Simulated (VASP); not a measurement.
A run of VASP 6.6.1 is set up as follows.

Contents of INCAR:

```
SYSTEM = FeSi
ALGO     = Normal         ! electronic algorithm
EDIFF    = 1E-6           ! SCF threshold, eV
EDIFFG   = -0.003         ! ionic threshold
ENCUT    = 600            ! plane-wave cutoff, eV
GGA      = PE             ! functional
IBRION   = 2              ! ionic algorithm
ISIF     = 3              ! what is computed and relaxed
ISMEAR   = 0              ! smearing method
LASPH    = .True.         ! aspherical terms in the spheres
LCHARG   = .False.        ! write CHGCAR
LREAL    = .False.        ! projectors in reciprocal space
LWAVE    = .False.        ! write WAVECAR
NELM     = 80             ! most SCF steps
NSW      = 80             ! ionic steps
PREC     = Accurate       ! precision mode
SIGMA    = 0.01           ! smearing width, eV
```

File KPOINTS:

```
k-points
0
Gamma
  8 8 8
  0 0 0
```

POSCAR

```
FeSi
1.0
    4.5507000000      0.0000000000      0.0000000000
    0.0000000000      4.5507000000      0.0000000000
    0.0000000000      0.0000000000      4.5507000000
Fe Si
4 4
Direct
    0.1365200000      0.1365200000      0.1365200000
    0.3634800000      0.8634800000      0.6365200000
    0.6365200000      0.3634800000      0.8634800000
    0.8634800000      0.6365200000      0.3634800000
    0.8424000000      0.8424000000      0.8424000000
    0.6576000000      0.1576000000      0.3424000000
    0.3424000000      0.6576000000      0.1576000000
    0.1576000000      0.3424000000      0.6576000000
```

Potentials or basis: VASP PAW PBE potentials, release 64 (Fe, Si).

Launch:

```console
$ cat potpaw_PBE.64/Fe/POTCAR potpaw_PBE.64/Si/POTCAR > POTCAR
$ mpirun -np 1 vasp_std > vasp.out
```

Problem. What does it give for the relaxed cell?

Solution. a = 4.448 Å, b = 4.448 Å, c = 4.448 Å, α = 90.00°, β = 90.00°, γ = 90.00°.

Problem. Estimate the relaxed volume.

Solution. 11.00 Å³/atom.

Problem. Estimate the band gap on the k mesh.

Solution. 0.16 eV (least direct gap 0.17 eV).

Problem. Predict the space group after relaxing (to 0.1 Å).

Solution. P2_13 (No. 198).

Forces on the atoms (eV/Å):
```
Fe   0.001  0.001  0.001
Fe  -0.001 -0.001  0.001
Fe   0.001 -0.001 -0.001
Fe  -0.001  0.001 -0.001
Si   0.000  0.000  0.000
Si   0.000  0.000  0.000
Si   0.000  0.000  0.000
Si   0.000  0.000  0.000
```

A k mesh can miss the band edges. Spin polarisation is off, so any magnetic state and its effect on volume and gap are missing.
